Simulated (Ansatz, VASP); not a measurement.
**Two plane-wave programs on Pt**

```
Pt
1.0
    -1.64734    1.64734    1.40024
     1.64734   -1.64734    1.40024
     1.64734    1.64734   -1.40024
Pt
1
Direct
  0.00000 0.00000 0.00000
```

Alike in both runs: task single point; functional PBEsol; k mesh 30 × 30 × 30; occupations gaussian, width 0.15 eV; no spin polarisation.

|  | VASP | Ansatz |
| --- | --- | --- |
| version | VASP 6.6.1 | Ansatz 0.2.0 |
| potentials or method | VASP PAW PBE potentials, release 64 (Pt), cutoff 520 eV | scalar-relativistic, plane waves, PAW |
| valence electrons in the cell | 10 | 18 |

```csv
,VASP,Ansatz,Ansatz less VASP
gap on the k mesh at the Fermi level (eV),none,none,-
pressure (GPa),-1.2,-0.8,+0.40
"traceless stress, the component that is largest in VASP (GPa)",-6.99,-7.06,-0.070
```

VASP's potentials were made for PBE, not for PBEsol. A gap of «none» marks a metal or a gap that the smearing closes. VASP's potentials hold 10 valence electrons a cell and Ansatz's 18, so a difference there can come from the potentials and not from the codes.

Spin-orbit coupling is off throughout.
